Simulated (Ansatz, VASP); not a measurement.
**Two plane-wave programs on Y**

```
CELL_PARAMETERS angstrom
0.00000 5.06217 5.06217
5.06217 0.00000 5.06217
5.06217 5.06217 0.00000
ATOMIC_POSITIONS crystal
Y 0.00000 0.00000 0.00000
Y 0.00000 0.00000 0.50000
Y 0.00000 0.50000 0.00000
Y 0.00000 0.50000 0.50000
Y 0.50000 0.00000 0.00000
Y 0.50000 0.00000 0.50000
Y 0.50000 0.50000 0.00000
Y 0.50000 0.50000 0.50000
```

Alike in both runs: task single point; functional PBE; k mesh 4 × 4 × 4; occupations gaussian, width 0.2 eV; no spin polarisation.

|  | VASP | Ansatz |
| --- | --- | --- |
| version | VASP 6.6.1 | Ansatz 0.2.0 |
| potentials or method | VASP PAW PBE potentials, release 64 (Y_sv), cutoff 520 eV | scalar-relativistic, plane waves, PAW |
| valence electrons in the cell | 88 | 88 |

Ansatz gave:

| Property | Result |
| --- | --- |
| gap on the k mesh at the Fermi level (eV) | none |
| pressure (GPa) | 0.0 |

What did VASP give for the same quantities?

gap on the k mesh at the Fermi level (eV): none; pressure (GPa): -0.1.

A gap of «none» marks a metal or a gap that the smearing closes. With one functional, cell and mesh, what is left measures potentials, basis and numerics.
